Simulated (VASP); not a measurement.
# CaMn2Bi2 (P-3m1) in VASP: single point with PBE+U

Aim: the single point of CaMn2Bi2 with PBE+U.

Program: VASP 6.6.1. These are calculated values, not measurements. Logs are shortened: lines on timing, memory, paths and dates and some standing lists are left out, and cuts for length are marked.

## 1. The cell of the first run

It takes space group P-3m1 (No. 164, trigonal). Conventional cell: a = 4.684 Å, b = 4.684 Å, c = 7.654 Å, α = 90.00°, β = 90.00°, γ = 120.00°. Within 4.3 Å of Ca (site symmetry -3m) lie 6 Bi at 3.29 Å and 6 Mn at 3.98 Å. Within 3.8 Å of Mn (site symmetry 3m) lie 4 Bi at 2.85 to 2.90 Å and 3 Mn at 3.25 Å. Within 3.8 Å of Bi (site symmetry 3m) lie 4 Mn at 2.85 to 2.90 Å and 3 Ca at 3.29 Å.

## 2. Single point, PBE+U, collinear spin, antiferromagnetic start

Contents of INCAR:

```
SYSTEM = CaMn2Bi2
PREC     = Accurate       ! precision mode
ENCUT    = 500            ! plane-wave cutoff, eV
EDIFF    = 1E-6           ! SCF threshold, eV
ISMEAR   = 0              ! smearing method
SIGMA    = 0.03           ! smearing width, eV
LREAL    = .FALSE.        ! projectors in reciprocal space
LASPH    = .TRUE.         ! aspherical terms in the spheres
NELM     = 200            ! most SCF steps
ALGO     = Normal         ! electronic algorithm
ISIF     = 2              ! what is computed and relaxed
LWAVE    = .FALSE.        ! write WAVECAR
LCHARG   = .FALSE.        ! write CHGCAR
ISPIN    = 2              ! spin polarisation
MAGMOM   = 0 4 -4 0 0     ! initial moments
LORBIT   = 11             ! projections on sites
LMAXMIX  = 4              ! l up to which the mixer works
LDAU     = .TRUE.         ! DFT+U
LDAUTYPE = 2            
LDAUL    = -1 2 -1        ! shell
LDAUU    = 0 2 0          ! U, eV
LDAUJ    = 0 0 0        
LDAUPRINT= 1            
GGA      = PE             ! functional
NBANDS   = 45             ! bands
GGA_COMPAT= .FALSE.      
KPAR     = 4
```

Contents of KPOINTS:

```
Automatic mesh
0
G
  10 10 6
  0 0 0
```

Contents of POSCAR:

```
CaMn2Bi2
1.0
    4.6837848497      0.0000000000      0.0000000000
   -2.3418924249      4.0562766657      0.0000000000
    0.0000000000      0.0000000000      7.6539989320
Ca Mn Bi
1 2 2
Direct
    0.0000000000      0.0000000000      0.0000000425
    0.6666666667      0.3333333333      0.6181793999
    0.3333333333      0.6666666667      0.3818204389
    0.6666666667      0.3333333333      0.2457941476
    0.3333333333      0.6666666667      0.7542059711
```

Potentials or basis: VASP PAW PBE potentials, release 64 (Ca_sv, Mn_pv, Bi_d).

On the command line:

```bash
cat potpaw_PBE.64/Ca_sv/POTCAR potpaw_PBE.64/Mn_pv/POTCAR potpaw_PBE.64/Bi_d/POTCAR > POTCAR
mpirun -np 4 vasp_std > vasp.out
```

OUTCAR:

```text
SYSTEM = CaMn2Bi2
   PREC = Accurate
   ENCUT = 500
   EDIFF = 1E-6
   ISMEAR = 0
   LREAL = .FALSE.
   LASPH = .TRUE.
   NELM = 200
   ISIF = 2
   ISPIN = 2
   LORBIT = 11
   GGA = PE

 ion  position               nearest neighbor table
   1  0.000  0.000  0.000-   5 3.29   5 3.29   5 3.29   4 3.29   4 3.29   4 3.29
   2  0.667  0.333  0.618-   4 2.85   5 2.90   5 2.90   5 2.90
   3  0.333  0.667  0.382-   5 2.85   4 2.90   4 2.90   4 2.90
   4  0.667  0.333  0.246-   2 2.85   3 2.90   3 2.90   3 2.90   1 3.29   1 3.29   1 3.29
   5  0.333  0.667  0.754-   3 2.85   2 2.90   2 2.90   2 2.90   1 3.29   1 3.29   1 3.29

  LATTYP: Found a hexagonal cell.
 ALAT       =     4.6837848497
 C/A-ratio  =     1.6341482749

  Lattice vectors:

 A1 = (   4.6837848497,   0.0000000000,   0.0000000000)
 A2 = (  -2.3418924249,   4.0562766657,   0.0000000000)
 A3 = (   0.0000000000,   0.0000000000,   7.6539989320)

Analysis of symmetry for initial positions (statically):
=====================================================================
 Subroutine PRICEL returns:
 Original cell was already a primitive cell.

 Routine SETGRP: Setting up the symmetry group for a
 hexagonal supercell.

 Subroutine GETGRP returns: Found 12 space group operations
 (whereof 12 operations were pure point group operations)
 out of a pool of 24 trial point group operations.

The static configuration has the point symmetry D_3d.

Analysis of symmetry for dynamics (positions and initial velocities):
=====================================================================
 Subroutine PRICEL returns:
 Original cell was already a primitive cell.

 Routine SETGRP: Setting up the symmetry group for a
 hexagonal supercell.

 Subroutine GETGRP returns: Found 12 space group operations
 (whereof 12 operations were pure point group operations)
 out of a pool of 24 trial point group operations.

The dynamic configuration has the point symmetry D_3d.

Analysis of structural, dynamic, and magnetic symmetry:
=====================================================================
 Subroutine PRICEL returns:
 Original cell was already a primitive cell.

 Routine SETGRP: Setting up the symmetry group for a
 hexagonal supercell.

 Subroutine GETGRP returns: Found 12 space group operations
 (whereof 12 operations were pure point group operations)
 out of a pool of 24 trial point group operations.

The overall configuration has the point symmetry D_3d.

 Subroutine INISYM returns: Found 12 space group operations
 (whereof 12 operations are pure point group operations),
 and found     1 'primitive' translations

----------------------------------------------------------------------------------------

                                     Primitive cell

  volume of cell :     145.4162

  direct lattice vectors                    reciprocal lattice vectors
     4.683784850  0.000000000  0.000000000     0.213502548  0.123265754  0.000000000
    -2.341892425  4.056276666  0.000000000     0.000000000  0.246531507  0.000000000
     0.000000000  0.000000000  7.653998932     0.000000000  0.000000000  0.130650658

  length of vectors
     4.683784850  4.683784850  7.653998932     0.246531507  0.246531507  0.130650658

  position of ions in fractional coordinates (direct lattice)
     0.000000000  0.000000000  0.000000042
     0.666666667  0.333333333  0.618179400
     0.333333333  0.666666667  0.381820439
[... 145 lines left out ...]
  0.0000  0.0171 -0.0000 -0.0000  0.0506

 occupancies and eigenvectors

  o =  0.0403  v =  0.0000  0.0000  0.0000  0.0000  0.0000  0.6011 -0.3674 -0.0000 -0.3616  0.6107      0.0000  0.0000  0.0000  0.0000  0.0000  0.0000  0.0000  0.0000  0.0000  0.0000
  o =  0.0403  v =  0.0000  0.0000  0.0000  0.0000  0.0000 -0.6107 -0.3616  0.0000  0.3674  0.6011      0.0000  0.0000  0.0000  0.0000  0.0000  0.0000  0.0000  0.0000  0.0000  0.0000
  o =  0.0790  v =  0.0000  0.0000  0.0000  0.0000  0.0000  0.3614  0.6111 -0.0000  0.6006  0.3677      0.0000  0.0000  0.0000  0.0000  0.0000  0.0000  0.0000  0.0000  0.0000  0.0000
  o =  0.0790  v =  0.0000  0.0000  0.0000  0.0000  0.0000 -0.3677  0.6006  0.0000 -0.6111  0.3614      0.0000  0.0000  0.0000  0.0000  0.0000  0.0000  0.0000  0.0000  0.0000  0.0000
  o =  0.0856  v =  0.0000  0.0000  0.0000  0.0000  0.0000  0.0000 -0.0000  1.0000  0.0000 -0.0000      0.0000  0.0000  0.0000  0.0000  0.0000  0.0000  0.0000  0.0000  0.0000  0.0000
  o =  0.9075  v =  0.1814 -0.6890 -0.0000 -0.6770  0.1846  0.0000  0.0000  0.0000  0.0000  0.0000      0.0000  0.0000  0.0000  0.0000  0.0000  0.0000  0.0000  0.0000  0.0000  0.0000
  o =  0.9075  v = -0.1846 -0.6770  0.0000  0.6890  0.1814  0.0000  0.0000  0.0000  0.0000  0.0000      0.0000  0.0000  0.0000  0.0000  0.0000  0.0000  0.0000  0.0000  0.0000  0.0000
  o =  0.9151  v =  0.0000 -0.0000 -1.0000  0.0000 -0.0000  0.0000  0.0000  0.0000  0.0000  0.0000      0.0000  0.0000  0.0000  0.0000  0.0000  0.0000  0.0000  0.0000  0.0000  0.0000
  o =  0.9194  v = -0.6766 -0.1847 -0.0000 -0.1813 -0.6893  0.0000  0.0000  0.0000  0.0000  0.0000      0.0000  0.0000  0.0000  0.0000  0.0000  0.0000  0.0000  0.0000  0.0000  0.0000
  o =  0.9194  v = -0.6893  0.1813 -0.0000 -0.1847  0.6766  0.0000  0.0000  0.0000  0.0000  0.0000      0.0000  0.0000  0.0000  0.0000  0.0000  0.0000  0.0000  0.0000  0.0000  0.0000

atom =   3  type =  2  l = 2

 onsite density matrix

spin component  1

  0.0506  0.0000  0.0000  0.0171  0.0000
  0.0000  0.0687 -0.0000 -0.0000  0.0171
  0.0000 -0.0000  0.0856  0.0000 -0.0000
  0.0171 -0.0000  0.0000  0.0687 -0.0000
  0.0000  0.0171 -0.0000 -0.0000  0.0506

spin component  2

  0.9186  0.0000  0.0000  0.0030 -0.0000
  0.0000  0.9083 -0.0000 -0.0000  0.0030
  0.0000 -0.0000  0.9151  0.0000 -0.0000
  0.0030 -0.0000  0.0000  0.9083 -0.0000
 -0.0000  0.0030 -0.0000 -0.0000  0.9186

 occupancies and eigenvectors

  o =  0.0403  v = -0.6017  0.3670  0.0000  0.3620 -0.6101  0.0000  0.0000  0.0000  0.0000  0.0000      0.0000  0.0000  0.0000  0.0000  0.0000  0.0000  0.0000  0.0000  0.0000  0.0000
  o =  0.0403  v =  0.6101  0.3620 -0.0000 -0.3670 -0.6017  0.0000  0.0000  0.0000  0.0000  0.0000      0.0000  0.0000  0.0000  0.0000  0.0000  0.0000  0.0000  0.0000  0.0000  0.0000
  o =  0.0790  v =  0.3616  0.6107 -0.0000  0.6011  0.3674  0.0000  0.0000  0.0000  0.0000  0.0000      0.0000  0.0000  0.0000  0.0000  0.0000  0.0000  0.0000  0.0000  0.0000  0.0000
  o =  0.0790  v = -0.3674  0.6011  0.0000 -0.6107  0.3616  0.0000  0.0000  0.0000  0.0000  0.0000      0.0000  0.0000  0.0000  0.0000  0.0000  0.0000  0.0000  0.0000  0.0000  0.0000
  o =  0.0856  v =  0.0000 -0.0000  1.0000  0.0000 -0.0000  0.0000  0.0000  0.0000  0.0000  0.0000      0.0000  0.0000  0.0000  0.0000  0.0000  0.0000  0.0000  0.0000  0.0000  0.0000
  o =  0.9075  v =  0.0000  0.0000  0.0000  0.0000  0.0000  0.1814 -0.6890 -0.0000 -0.6770  0.1846      0.0000  0.0000  0.0000  0.0000  0.0000  0.0000  0.0000  0.0000  0.0000  0.0000
  o =  0.9075  v =  0.0000  0.0000  0.0000  0.0000  0.0000 -0.1846 -0.6770  0.0000  0.6890  0.1814      0.0000  0.0000  0.0000  0.0000  0.0000  0.0000  0.0000  0.0000  0.0000  0.0000
  o =  0.9151  v =  0.0000  0.0000  0.0000  0.0000  0.0000  0.0000 -0.0000 -1.0000  0.0000 -0.0000      0.0000  0.0000  0.0000  0.0000  0.0000  0.0000  0.0000  0.0000  0.0000  0.0000
  o =  0.9194  v =  0.0000  0.0000  0.0000  0.0000  0.0000 -0.6767 -0.1847 -0.0000 -0.1813 -0.6892      0.0000  0.0000  0.0000  0.0000  0.0000  0.0000  0.0000  0.0000  0.0000  0.0000
  o =  0.9194  v =  0.0000  0.0000  0.0000  0.0000  0.0000 -0.6892  0.1813 -0.0000 -0.1847  0.6767      0.0000  0.0000  0.0000  0.0000  0.0000  0.0000  0.0000  0.0000  0.0000  0.0000

 number of electron      66.0000021 magnetization       0.0000000

 Free energy of the ion-electron system (eV)
  ---------------------------------------------------
  ext. energy  EPLUGINS =         0.00000000
  ---------------------------------------------------
  free energy    TOTEN  =       -26.44518081 eV

  energy without entropy =      -26.44518081  energy(sigma->0) =      -26.44518081

 E-fermi :   5.4546     XC(G=0):  -9.3875

 val. band max:        5.2182501165   @ k =   0.0000   0.0000   0.0000
 cond. band min:       5.6449322517   @ k =   0.5000  -0.0000   0.0000
 fundamental gap:      0.4266821352
 Fermi energy:         5.4546224365

 spin component 1

 k-point     1 :       0.0000    0.0000    0.0000
  band No.  band energies     occupation
      1     -45.8800      1.00000
      2     -45.8800      1.00000
      3     -45.8052      1.00000
      4     -41.2800      1.00000
      5     -41.2780      1.00000
      6     -41.2780      1.00000
[... 2297 lines left out ...]
     44       8.9257      0.00000
     45       9.1808      0.00000

 [... further k-points ...]
[... 5 lines left out ...]
  --------------------------------------------------------------------------------------
  -------------------------------------------------------------------------------------
  Total       -0.0505831     -0.0505831     -0.0434826      0.0000000     -0.0000000     -0.0000000
  in kB       -0.5573181     -0.5573181     -0.4790851      0.0000000     -0.0000000     -0.0000000
  external PRESSURE =      -0.5312404 kB  Pullay stress =       0.0000000 kB

 VOLUME and BASIS-vectors are now :
 -----------------------------------------------------------------------------
  energy-cutoff  :      500.00
  volume of cell :      145.42
      direct lattice vectors                 reciprocal lattice vectors
     4.683784850  0.000000000  0.000000000     0.213502548  0.123265754  0.000000000
    -2.341892425  4.056276666  0.000000000     0.000000000  0.246531507  0.000000000
     0.000000000  0.000000000  7.653998932     0.000000000  0.000000000  0.130650658

 POSITION                                       TOTAL-FORCE (eV/Angst)
 -----------------------------------------------------------------------------------
      0.00000      0.00000      0.00000        -0.000000      0.000000      0.000000
      2.34189      1.35209      4.73154        -0.000000      0.000000     -0.009977
     -0.00000      2.70418      2.92245         0.000000     -0.000000      0.009977
      2.34189      1.35209      1.88131         0.000000     -0.000000      0.005241
     -0.00000      2.70418      5.77269        -0.000000      0.000000     -0.005241
 -----------------------------------------------------------------------------------
    total drift:                                0.000000      0.000000     -0.000108

  FREE ENERGIE OF THE ION-ELECTRON SYSTEM (eV)
  ---------------------------------------------------
  free  energy   TOTEN  =       -26.4451808056 eV

  energy  without entropy=      -26.4451808056  energy(sigma->0) =      -26.44518081

 total charge

# of ion       s       p       d       tot
------------------------------------------
    1        2.035   5.837   0.234   8.106
    2        0.270   6.171   4.877  11.318
    3        0.270   6.171   4.877  11.318
    4        1.431   1.713   9.884  13.028
    5        1.431   1.713   9.884  13.028
--------------------------------------------------
tot          5.436  21.605  29.756  56.797

 magnetization (x)

# of ion       s       p       d       tot
------------------------------------------
    1        0.000   0.000   0.000   0.000
    2        0.057   0.050   4.236   4.343
    3       -0.057  -0.050  -4.236  -4.343
    4       -0.003   0.018  -0.006   0.009
    5        0.003  -0.018   0.006  -0.009
--------------------------------------------------
tot          0.000   0.000   0.000   0.000
```

Wall time 8 min (4 MPI ranks of Intel Xeon Platinum 8259CL at 2.50GHz (Skylake/Cascade Lake), shared host); peak memory 0.78 GiB.

Results:

| Item | Value |
| --- | --- |
| Free energy | -26.4452 eV |
| Pressure | -0.1 GPa |
| Largest force | 0.010 eV/Å |
| Band gap on the k mesh | 0.43 eV, indirect (least direct gap 0.52 eV) |
| Net moment | 0.00 μB per cell |
| Site moments | Ca +0.00; Mn +4.34, -4.34; Bi +0.01, -0.01 μB |
| Valence electrons inside the program's atomic spheres | Ca 8.11; Mn 11.32; Bi 13.03 |

Forces on the atoms (eV/Å):
```
Ca   0.000  0.000  0.000
Mn   0.000  0.000 -0.010
Mn   0.000  0.000  0.010
Bi   0.000  0.000  0.005
Bi   0.000  0.000 -0.005
```

Levels at points of the mesh, in eV from the valence-band top:
Spin up:
```tsv
k point	band 31	band 32	band 33	band 34	band 35	band 36
(0.00, 0.00, 0.00)	-0.39	0.00	0.00	0.52	1.13	1.13
(0.50, 0.00, 0.00)	-1.81	-1.75	-1.18	0.43	1.11	1.30
(0.00, 0.00, 0.50)	-1.24	-0.27	-0.27	1.12	1.27	1.27
(0.50, 0.00, 0.50)	-1.75	-1.20	-1.17	0.67	0.94	1.18
```
Spin down:
```
           k point  band 31  band 32  band 33  band 34  band 35  band 36
(0.00, 0.00, 0.00)    -0.39     0.00     0.00     0.52     1.13     1.13
(0.50, 0.00, 0.00)    -1.81    -1.75    -1.18     0.43     1.11     1.30
(0.00, 0.00, 0.50)    -1.24    -0.27    -0.27     1.12     1.27     1.27
(0.50, 0.00, 0.50)    -1.75    -1.20    -1.17     0.67     0.94     1.18
```

Eigenvalues of the final occupation matrices:
```tsv
site	spin	trace	eigenvalues
site 2 d	1	4.57	0.91 0.91 0.92 0.92 0.92
site 2 d	2	0.32	0.04 0.04 0.08 0.08 0.09
site 3 d	1	0.32	0.04 0.04 0.08 0.08 0.09
site 3 d	2	4.57	0.91 0.91 0.92 0.92 0.92
```

Caveat: spin-orbit coupling is left out, which moves the levels of the heavy elements; the U is typed as a test and isn't derived for this compound.
